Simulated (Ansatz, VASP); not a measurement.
# Two plane-wave programs on Pt

The input INCAR:

```
SYSTEM = Pt
PREC = Accurate ; ENCUT = 520
EDIFF = 1E-6 ; ISMEAR = 0
SIGMA = 0.1 ; LREAL = .False.
LASPH = .True. ; NELM = 80
ALGO = Fast ; ISIF = 2
LWAVE = .False. ; LCHARG = .False.
GGA = PS ; NBANDS = 17
```

File KPOINTS:

```
regular mesh
0
Gamma
  15 15 8
  0 0 0
```

The input POSCAR:

```
Pt
1.0
    2.7606656158      0.0000000000      0.0000000000
   -1.3803328079      2.3908065546      0.0000000000
    0.0000000000      0.0000000000      4.7921340000
Pt
2
Direct
    0.7901024991      0.3164352669      0.7332600674
    0.3333333300      0.6666666700      0.2500000000
```

Input for Ansatz:

```yaml
crystal:
  lattice:
    - [2.7606656158, 0.0, 0.0]
    - [-1.3803328079, 2.3908065546, 0.0]
    - [0.0, 0.0, 4.792134]
  atoms:
    - { symbol: Pt, position: [0.7901024991, 0.3164352669, 0.7332600674] }
    - { symbol: Pt, position: [0.33333333, 0.66666667, 0.25] }
basis:
  ecutwfc: 420
kpoints:
  mp_grid: { grid: [15, 15, 8] }
hamiltonian:
  xc: pbesol
scf:
  occupations: { method: gaussian, width: 0.1 }
output:
  forces: true
  stress: true
  eigenvalues: true
  populations: true
```

Change from the starting cell: one atom moved.

Alike in both runs: task single point; functional PBEsol; k mesh 15 × 15 × 8; occupations gaussian, width 0.1 eV; no spin polarisation.

|  | VASP | Ansatz |
| --- | --- | --- |
| version | VASP 6.6.1 | Ansatz 0.2.0 |
| potentials or method | VASP PAW PBE potentials, release 64 (Pt), cutoff 520 eV | scalar-relativistic, plane waves, PAW |
| valence electrons in the cell | 20 | 36 |

```csv
,VASP,Ansatz,Ansatz less VASP
gap on the k mesh at the Fermi level (eV),none,none,-
pressure (GPa),-9.5,-9.2,+0.38
"traceless stress, the component that is largest in VASP (GPa)",2.20,2.29,+0.092
rms of the force components (eV/Å),0.492,0.496,+0.0040
```

VASP's potentials were made for PBE, not for PBEsol. Atom by atom the forces differ by 0.004 eV/Å (rms over components). A gap of «none» marks a metal or a gap that the smearing closes. The functional is the same, so the differences come from potentials, cutoffs and numerics. VASP's potentials hold 20 valence electrons a cell and Ansatz's 36, so a difference there can come from the potentials and not from the codes.

Neither program's run includes spin-orbit coupling.
